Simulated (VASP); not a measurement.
Here is a VASP 6.6.1 calculation.

File INCAR:

```
SYSTEM = ZrB
  PREC = Accurate
  ENCUT = 520
  EDIFF = 1E-6
  ISMEAR = 0
  SIGMA = 0.1
  LREAL = .False.
  LASPH = .True.
  NELM = 60
  ALGO = Normal
  ISIF = 2
  LWAVE = .False.
  LCHARG = .True.
  GGA = PE
  LELF = .True.
  LVHAR = .True.
  NBANDS = 23
```

Contents of KPOINTS:

```
Automatic mesh
0
Gamma
  12 12 10
  0 0 0
```

The input POSCAR:

```
ZrB
1.0
    2.4275300215      2.4275300215      0.0000000000
   -2.4275300215      2.4275300215      0.0000000000
    0.0000000000      0.0000000000      5.1002650956
Zr B
2 2
Direct
    0.0000000000      0.0000000000      0.0000000000
    0.5000000000      0.5000000000      0.5000000000
    0.5000000000      0.5000000000      0.0000000000
    0.0000000000      0.0000000000      0.5000000000
```

Potentials or basis: VASP PAW PBE potentials, release 64 (Zr_sv, B).

Run with:

```sh
$ cat potpaw_PBE.64/Zr_sv/POTCAR potpaw_PBE.64/B/POTCAR > POTCAR
$ mpirun -np 1 vasp_std > vasp.out
```

(1) What does it give for the band gap on the k mesh?

(2) Predict the pressure.

## Answers

(1) zero (band 15 reaches 9.16 eV, above the bottom of band 16 at 6.19 eV).

(2) -2.2 GPa.

Caveat: the cell differs from its parent crystal (uniaxial strain along c: +4.0 %).
